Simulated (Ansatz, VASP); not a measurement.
## One calculation of SiC, two programs

```
CELL_PARAMETERS angstrom
0.00000 2.19962 2.19962
2.19962 0.00000 2.19962
2.19962 2.19962 0.00000
ATOMIC_POSITIONS crystal
Si 0.00000 0.00000 0.00000
C 0.25000 0.25000 0.25000
```

Alike in both runs: task single point; functional r2SCAN; k mesh 8 × 8 × 8; no spin polarisation.

```csv
,VASP,Ansatz
version,VASP 6.6.1,Ansatz 0.2.0
potentials or method,"VASP PAW PBE potentials, release 64 (Si, C)","plane waves, PAW"
plane-wave cutoff (eV),660,500
occupations,"gaussian, width 0.01 eV",fixed
valence electrons in the cell,8,8
```

|  | VASP | Ansatz | Ansatz less VASP |
| --- | --- | --- | --- |
| gap on the k mesh at the Fermi level (eV) | 1.74 | 1.73 | -0.012 |
| pressure (GPa) | -6.7 | -6.3 | +0.36 |

VASP's potentials were made for PBE, not for r2SCAN.
